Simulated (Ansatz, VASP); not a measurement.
## Two plane-wave programs on KI

```
K I
1.0
     2.57699   -4.46301    0.00000
     2.57699    4.46301    0.00000
     0.00000    0.00000    8.59082
K I
2 2
Cartesian
  2.5770 0.0000 4.2954
  2.5770 0.0000 0.0000
  2.5770 -2.9759 2.1477
  2.5770 2.9759 6.4431
```

Change from the starting cell: biaxial_xy strain +5.2%.

Alike in both runs: task single point; functional PBE; k mesh 6 × 6 × 4; occupations fermi-dirac, width 0.02 eV; no spin polarisation.

|  | VASP | Ansatz |
| --- | --- | --- |
| version | VASP 6.6.1 | Ansatz 0.2.0 |
| potentials or method | VASP PAW PBE potentials, release 64 (K_sv, I) | plane waves, PAW |
| plane-wave cutoff (eV) | 520 | 420 |
| valence electrons in the cell | 32 | 52 |

|  | VASP | Ansatz | Ansatz less VASP |
| --- | --- | --- | --- |
| gap on the k mesh at the Fermi level (eV) | 3.70 | 3.71 | +0.003 |
| pressure (GPa) | -0.5 | -0.5 | -0.01 |
| traceless stress, the component that is largest in VASP (GPa) | 0.34 | 0.34 | 0.000 |

VASP's potentials hold 32 valence electrons a cell and Ansatz's 52, so a difference there can come from the potentials and not from the codes.

Spin-orbit coupling is off throughout.
